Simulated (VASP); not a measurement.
# AlNi (Pm-3m) in VASP: a series of runs, part 2 of 3

VASP 6.6.1. The steps go on from the part before.

### Step 4. Single point, revPBE, collinear spin, ferromagnetic start

INCAR reads:

```
PREC     = Accurate       # precision mode
ENCUT    = 520            # plane-wave cutoff, eV
EDIFF    = 1E-6           # SCF threshold, eV
ISMEAR   = -1             # smearing method
SIGMA    = 0.1            # smearing width, eV
LREAL    = F              # projectors in reciprocal space
LASPH    = T              # aspherical terms in the spheres
NELM     = 150            # most SCF steps
ALGO     = Normal         # electronic algorithm
ISIF     = 2              # what is computed and relaxed
LWAVE    = F              # write WAVECAR
LCHARG   = F              # write CHGCAR
ISPIN    = 2              # spin polarisation
MAGMOM   = 0 1            # initial moments
LORBIT   = 11             # projections on sites
LMAXMIX  = 4              # l up to which the mixer works
GGA      = RE             # functional
NBANDS   = 18             # bands
```

KPOINTS reads:

```
Automatic mesh
0
Gamma
  10 10 10
```

POSCAR reads:

```
AlNi
1.0
    2.8810000000      0.0000000000      0.0000000000
    0.0000000000      2.8810000000      0.0000000000
    0.0000000000      0.0000000000      2.8810000000
Al Ni
1 1
Direct
    0.0000000000      0.0000000000      0.0000000000
    0.5000000000      0.5000000000      0.5000000000
```

Potentials or basis: VASP PAW PBE potentials, release 64 (Al, Ni).

Launch:

```console
cat potpaw_PBE.64/Al/POTCAR potpaw_PBE.64/Ni/POTCAR > POTCAR
mpirun -np 1 vasp_std > vasp.out
```

OUTCAR:

```text
PREC = Accurate
   ENCUT = 520
   EDIFF = 1E-6
   ISMEAR = -1
   LREAL = F
   LASPH = T
   NELM = 150
   ISIF = 2
   ISPIN = 2
   LORBIT = 11
   GGA = RE

 ion  position               nearest neighbor table
   1  0.000  0.000  0.000-   2 2.50   2 2.50   2 2.50   2 2.50   2 2.50   2 2.50   2 2.50   2 2.50

   2  0.500  0.500  0.500-   1 2.50   1 2.50   1 2.50   1 2.50   1 2.50   1 2.50   1 2.50   1 2.50

  LATTYP: Found a simple cubic cell.
 ALAT       =     2.8810000000

[... 1226 lines left out ...]
  in kB       48.0583354     48.0583354     48.0583354      0.0000000     -0.0000000      0.0000000
  external PRESSURE =      48.0583354 kB  Pullay stress =       0.0000000 kB

 VOLUME and BASIS-vectors are now :
 -----------------------------------------------------------------------------
  energy-cutoff  :      520.00
  volume of cell :       23.91
      direct lattice vectors                 reciprocal lattice vectors
     2.881000000  0.000000000  0.000000000     0.347101701  0.000000000  0.000000000
     0.000000000  2.881000000  0.000000000     0.000000000  0.347101701  0.000000000
     0.000000000  0.000000000  2.881000000     0.000000000  0.000000000  0.347101701

 POSITION                                       TOTAL-FORCE (eV/Angst)
 -----------------------------------------------------------------------------------
      0.00000      0.00000      0.00000         0.000000      0.000000      0.000000
      1.44050      1.44050      1.44050         0.000000      0.000000      0.000000
 -----------------------------------------------------------------------------------
    total drift:                                0.000000      0.000000     -0.000000

  FREE ENERGIE OF THE ION-ELECTRON SYSTEM (eV)
  ---------------------------------------------------
  free  energy   TOTEN  =        -9.9194489623 eV

  energy  without entropy=       -9.8948404607  energy(sigma->0) =       -9.90714471

 total charge

# of ion       s       p       d       tot
------------------------------------------
    1        0.386   0.414   0.000   0.800
    2        0.473   0.517   8.468   9.458
--------------------------------------------------
tot          0.859   0.931   8.468  10.258

 magnetization (x)

# of ion       s       p       d       tot
------------------------------------------
    1        0.000  -0.000   0.000   0.000
    2       -0.000  -0.000   0.000   0.000
--------------------------------------------------
tot          0.000  -0.000   0.000   0.000
```

OSZICAR:

```text
N       E                     dE             d eps       ncg     rms          rms(c)
DAV:   1     0.461371619316E+02    0.46137E+02   -0.52315E+03  4146   0.789E+02
DAV:   2    -0.858601125607E+01   -0.54723E+02   -0.47876E+02  4366   0.163E+02
DAV:   3    -0.112106991670E+02   -0.26247E+01   -0.25573E+01  4882   0.364E+01
DAV:   4    -0.112452839924E+02   -0.34585E-01   -0.34556E-01  4742   0.371E+00
DAV:   5    -0.112460277385E+02   -0.74375E-03   -0.74371E-03  4788   0.588E-01    0.124E+01
DAV:   6    -0.133439739693E+02   -0.20979E+01   -0.40486E+01  4616   0.742E+01    0.166E+01
DAV:   7    -0.993957847242E+01    0.34044E+01   -0.12362E+01  4622   0.439E+01    0.165E+00
DAV:   8    -0.993227804300E+01    0.73004E-02   -0.30193E-01  5184   0.513E+00    0.111E+00
DAV:   9    -0.991885445122E+01    0.13424E-01   -0.40739E-02  5084   0.195E+00    0.566E-01
DAV:  10    -0.991938751740E+01   -0.53307E-03   -0.12291E-03  5704   0.323E-01    0.190E-01
DAV:  11    -0.991937169361E+01    0.15824E-04   -0.16383E-03  5342   0.336E-01    0.958E-02
DAV:  12    -0.991945327319E+01   -0.81580E-04   -0.21444E-04  5116   0.130E-01    0.385E-02
DAV:  13    -0.991944869348E+01    0.45797E-05   -0.16316E-05  5388   0.441E-02    0.967E-03
DAV:  14    -0.991944896226E+01   -0.26879E-06   -0.16537E-06  2542   0.115E-02
   1 F= -.99194490E+01 E0= -.99071447E+01  d E =-.246085E-01  mag=    -0.0000
```

stdout:

```text
POSCAR found type information on POSCAR AlNi
 POSCAR found :  2 types and       2 ions
 scaLAPACK will be used
 -----------------------------------------------------------------------------
|                                                                             |
|                                                                             |
|     You enforced a specific xc type in the INCAR file but a different       |
|     I HOPE YOU KNOW WHAT YOU ARE DOING!                                     |
|                                                                             |
 -----------------------------------------------------------------------------

 LDA part: xc-table for (Slater+PW92), standard interpolation
 POSCAR, INCAR and KPOINTS ok, starting setup
 FFT: planning ... GRIDC
 FFT: planning ... GRID_SOFT
 FFT: planning ... GRID
 WAVECAR not read
 entering main loop
```

Wall time 26 s (1 thread of AMD EPYC 9R45 (Zen 5), shared host); peak memory 0.14 GiB.

Results:

```yaml
Free_energy: -9.9194 eV
Pressure: 4.8 GPa
Net_moment: 0.00 μB per cell
Valence_electrons_inside_the_program's_atomic_spheres: Al 0.80; Ni 9.46
```

Levels at points of the mesh, in eV from the Fermi level:
Spin up:
```csv
k point,band 2,band 3,band 4,band 5,band 6,band 7,band 8,band 9,band 10,band 11
"(0.00, 0.00, 0.00)",-3.24,-3.24,-1.55,-1.55,-1.55,5.51,5.51,5.51,8.07,8.07
"(0.50, 0.00, 0.00)",-6.79,-2.76,-2.25,-2.25,-1.46,-0.66,8.22,10.01,10.01,10.91
"(0.50, 0.50, 0.00)",-3.38,-2.91,-2.91,-2.08,-2.08,-1.02,1.48,2.47,12.33,15.10
"(0.50, 0.50, 0.50)",-4.11,-4.11,-1.00,-1.00,1.98,1.98,1.98,3.76,4.43,4.43
```
Spin down:
| k point | band 2 | band 3 | band 4 | band 5 | band 6 | band 7 | band 8 | band 9 | band 10 | band 11 |
| --- | --- | --- | --- | --- | --- | --- | --- | --- | --- | --- |
| (0.00, 0.00, 0.00) | -3.24 | -3.24 | -1.55 | -1.55 | -1.55 | 5.51 | 5.51 | 5.51 | 8.07 | 8.07 |
| (0.50, 0.00, 0.00) | -6.79 | -2.76 | -2.25 | -2.25 | -1.46 | -0.65 | 8.22 | 10.01 | 10.01 | 10.91 |
| (0.50, 0.50, 0.00) | -3.38 | -2.91 | -2.91 | -2.08 | -2.08 | -1.02 | 1.48 | 2.47 | 12.33 | 15.10 |
| (0.50, 0.50, 0.50) | -4.11 | -4.11 | -0.99 | -0.99 | 1.98 | 1.98 | 1.98 | 3.76 | 4.43 | 4.43 |

Caveat: the PAW data sets were made with another functional, which shifts forces and pressure a little.

### Step 5. Single point, BLYP, collinear spin, ferromagnetic start

INCAR reads:

```
SYSTEM = AlNi
PREC = Accurate
ENCUT = 520
EDIFF = 1E-6
ISMEAR = -1
SIGMA = 0.1
LREAL = .False.
LASPH = .True.
NELM = 150
ALGO = Normal
ISIF = 2
LWAVE = .False.
LCHARG = .False.
ISPIN = 2
MAGMOM = 0 1
LORBIT = 11
LMAXMIX = 4
GGA = B5
ALDAX = 1.0
AGGAX = 1.0
AGGAC = 1.0
ALDAC = 0.0
NBANDS = 18
```

KPOINTS reads:

```
Automatic mesh
0
Gamma
  10 10 10
  0 0 0
```

POSCAR is that of step 4.

Potentials or basis: VASP PAW PBE potentials, release 64 (Al, Ni).

Launch:

```console
cat potpaw_PBE.64/Al/POTCAR potpaw_PBE.64/Ni/POTCAR > POTCAR
mpirun -np 1 vasp_std > vasp.out
```

OUTCAR:

```text
SYSTEM = AlNi
   PREC = Accurate
   ENCUT = 520
   EDIFF = 1E-6
   ISMEAR = -1
   LREAL = .False.
   LASPH = .True.
   NELM = 150
   ISIF = 2
   ISPIN = 2
   LORBIT = 11
   GGA = B5

 ion  position               nearest neighbor table
   1  0.000  0.000  0.000-   2 2.50   2 2.50   2 2.50   2 2.50   2 2.50   2 2.50   2 2.50   2 2.50

   2  0.500  0.500  0.500-   1 2.50   1 2.50   1 2.50   1 2.50   1 2.50   1 2.50   1 2.50   1 2.50

  LATTYP: Found a simple cubic cell.
 ALAT       =     2.8810000000

  Lattice vectors:

 A1 = (   2.8810000000,   0.0000000000,   0.0000000000)
 A2 = (   0.0000000000,   2.8810000000,   0.0000000000)
 A3 = (   0.0000000000,   0.0000000000,   2.8810000000)

Analysis of symmetry for initial positions (statically):
=====================================================================
 Subroutine PRICEL returns:
 Original cell was already a primitive cell.

 Routine SETGRP: Setting up the symmetry group for a
 simple cubic supercell.

 Subroutine GETGRP returns: Found 48 space group operations
 (whereof 48 operations were pure point group operations)
 out of a pool of 48 trial point group operations.

The static configuration has the point symmetry O_h .

Analysis of symmetry for dynamics (positions and initial velocities):
=====================================================================
 Subroutine PRICEL returns:
 Original cell was already a primitive cell.

 Routine SETGRP: Setting up the symmetry group for a
 simple cubic supercell.

 Subroutine GETGRP returns: Found 48 space group operations
 (whereof 48 operations were pure point group operations)
 out of a pool of 48 trial point group operations.

The dynamic configuration has the point symmetry O_h .

Analysis of structural, dynamic, and magnetic symmetry:
=====================================================================
 Subroutine PRICEL returns:
 Original cell was already a primitive cell.

 Routine SETGRP: Setting up the symmetry group for a
 simple cubic supercell.
[... 149 lines left out ...]
  ext. energy  EPLUGINS =         0.00000000
  ---------------------------------------------------
  free energy    TOTEN  =        -8.59286674 eV

  energy without entropy =       -8.56900902  energy(sigma->0) =       -8.58093788

 E-fermi :  10.5489     XC(G=0): -11.5005

 val. band max:       10.5410713945   @ k =   0.4000   0.4000   0.2000
 cond. band min:      10.6159864260   @ k =   0.4000   0.3000   0.2000
 fundamental gap:      0.0749150315
 Fermi energy:        10.5488897595

 spin component 1

 k-point     1 :       0.0000    0.0000    0.0000
  band No.  band energies     occupation
      1      -0.5489      1.00000
      2       7.2955      1.00000
      3       7.2955      1.00000
      4       8.9363      1.00000
      5       8.9363      1.00000
      6       8.9363      1.00000
[... 493 lines left out ...]
     17      31.5043      0.00000
     18      35.7642      0.00000

 [... further k-points ...]

 spin component 2

 k-point     1 :       0.0000    0.0000    0.0000
  band No.  band energies     occupation
      1      -0.5489      1.00000
      2       7.2954      1.00000
      3       7.2954      1.00000
      4       8.9361      1.00000
      5       8.9361      1.00000
      6       8.9361      1.00000
[... 493 lines left out ...]
     17      31.5043      0.00000
     18      35.7642      0.00000

 [... further k-points ...]

------------------------ aborting loop because EDIFF is reached ----------------------------------------

  FORCE on cell =-STRESS in cart. coord.  units (eV):
  Direction    XX          YY          ZZ          XY          YZ          ZX
  --------------------------------------------------------------------------------------
  -------------------------------------------------------------------------------------
  Total        1.0389269      1.0389269      1.0389269      0.0000000     -0.0000000      0.0000000
  in kB       69.6090626     69.6090626     69.6090626      0.0000000     -0.0000000      0.0000000
  external PRESSURE =      69.6090626 kB  Pullay stress =       0.0000000 kB

 VOLUME and BASIS-vectors are now :
 -----------------------------------------------------------------------------
  energy-cutoff  :      520.00
  volume of cell :       23.91
      direct lattice vectors                 reciprocal lattice vectors
     2.881000000  0.000000000  0.000000000     0.347101701  0.000000000  0.000000000
     0.000000000  2.881000000  0.000000000     0.000000000  0.347101701  0.000000000
     0.000000000  0.000000000  2.881000000     0.000000000  0.000000000  0.347101701

 POSITION                                       TOTAL-FORCE (eV/Angst)
 -----------------------------------------------------------------------------------
      0.00000      0.00000      0.00000         0.000000      0.000000      0.000000
      1.44050      1.44050      1.44050         0.000000      0.000000      0.000000
 -----------------------------------------------------------------------------------
    total drift:                                0.000000      0.000000     -0.000000

  FREE ENERGIE OF THE ION-ELECTRON SYSTEM (eV)
  ---------------------------------------------------
  free  energy   TOTEN  =        -8.5928667361 eV

  energy  without entropy=       -8.5690090244  energy(sigma->0) =       -8.58093788

 total charge

# of ion       s       p       d       tot
------------------------------------------
    1        0.382   0.412   0.000   0.794
    2        0.483   0.513   8.525   9.521
--------------------------------------------------
tot          0.865   0.925   8.525  10.315

 magnetization (x)

# of ion       s       p       d       tot
------------------------------------------
    1        0.000   0.000   0.000   0.000
    2       -0.000  -0.000  -0.000  -0.000
--------------------------------------------------
tot          0.000  -0.000  -0.000  -0.000
```

stdout:

```text
POSCAR found type information on POSCAR AlNi
 POSCAR found :  2 types and       2 ions
 scaLAPACK will be used
 -----------------------------------------------------------------------------
|                                                                             |
|                                                                             |
|     You enforced a specific xc type in the INCAR file but a different       |
|     I HOPE YOU KNOW WHAT YOU ARE DOING!                                     |
|                                                                             |
 -----------------------------------------------------------------------------

 LDA part: xc-table for (Slater(with rela. corr.)+VWN5), standard interpolation
 POSCAR, INCAR and KPOINTS ok, starting setup
 FFT: planning ... GRIDC
 FFT: planning ... GRID_SOFT
 FFT: planning ... GRID
 WAVECAR not read
 entering main loop
```

Run time: 33 s. Hardware: 1 thread of AMD EPYC 9R45 (Zen 5), shared host; peak memory 0.14 GiB.

What came out:

```
Free energy                                           : -8.5929 eV
Pressure                                              : 7.0 GPa
Net moment                                            : 0.00 μB per cell
Valence electrons inside the program's atomic spheres : Al 0.79; Ni 9.52
```

Caveat: the PAW data sets were made with another functional, which shifts forces and pressure a little.

(Continued in part 3 of 3.)
